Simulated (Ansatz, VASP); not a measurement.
**CaO in VASP and in Ansatz**

```
CELL_PARAMETERS angstrom
0.00000 2.41537 2.41537
2.41537 0.00000 2.41537
2.41537 2.41537 0.00000
ATOMIC_POSITIONS crystal
Ca 0.00000 0.00000 0.00000
O 0.50000 0.50000 0.50000
```

Alike in both runs: functional PBE; k mesh 8 × 8 × 8; occupations gaussian, width 0.02 eV; no spin polarisation.

Ansatz relaxed the structure, and its values are those at the end. VASP's run is a single point on that final structure, the one shown.

|  | VASP | Ansatz |
| --- | --- | --- |
| version | VASP 6.6.1 | Ansatz 0.2.0 |
| potentials or method | VASP PAW PBE potentials, release 64 (Ca_sv, O), cutoff 600 eV | scalar-relativistic, plane waves, PAW |
| valence electrons in the cell | 16 | 16 |

```tsv
	VASP	Ansatz	Ansatz less VASP
gap on the k mesh at the Fermi level (eV)	3.64	3.66	+0.018
least direct gap on the mesh (eV)	4.02	4.03	+0.017
pressure (GPa)	0.4	0.0	-0.44
```
